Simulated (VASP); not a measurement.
A run of VASP 6.6.1 is set up as follows.

INCAR

```
  ALGO = Normal
  EDIFF = 1E-6
  EDIFFG = -0.005
  ENCUT = 600
  GGA = PE
  IBRION = 2
  ISIF = 3
  ISMEAR = -1
  LASPH = T
  LCHARG = F
  LREAL = F
  LWAVE = F
  NELM = 100
  NSW = 32
  PREC = Accurate
  PSTRESS = 170.0
  SIGMA = 0.1
```

Contents of KPOINTS:

```
k-points
0
Gamma
  14 14 14
```

File POSCAR:

```
Pb
1.0
   -2.8948346806      2.8948346806      1.5473299471
    2.8948346806     -2.8948346806      1.5473299471
    2.8948346806      2.8948346806     -1.5473299471
Pb
2
Direct
   -0.3750000000     -0.1250000000     -0.2500000000
    0.3750000000      0.1250000000      0.2500000000
```

Potentials or basis: VASP PAW PBE potentials, release 64 (Pb_d).

Launch:

```bash
$ cat potpaw_PBE.64/Pb_d/POTCAR > POTCAR
$ mpirun -np 1 vasp_std > vasp.out
```

Estimate the band gap on the k mesh.

zero (bands 14 and 15 overlap by 4.04 eV).

Final structure:
```
CELL_PARAMETERS angstrom
-2.89483 2.89483 1.54733
2.89483 -2.89483 1.54733
2.89483 2.89483 -1.54733
ATOMIC_POSITIONS crystal
Pb 0.62500 0.87500 0.75000
Pb 0.37500 0.12500 0.25000
```

Caveat: the cell is relaxed towards a set pressure, so the run minimises the enthalpy, not the energy; spin-orbit coupling is left out, which moves the levels of the heavy elements.
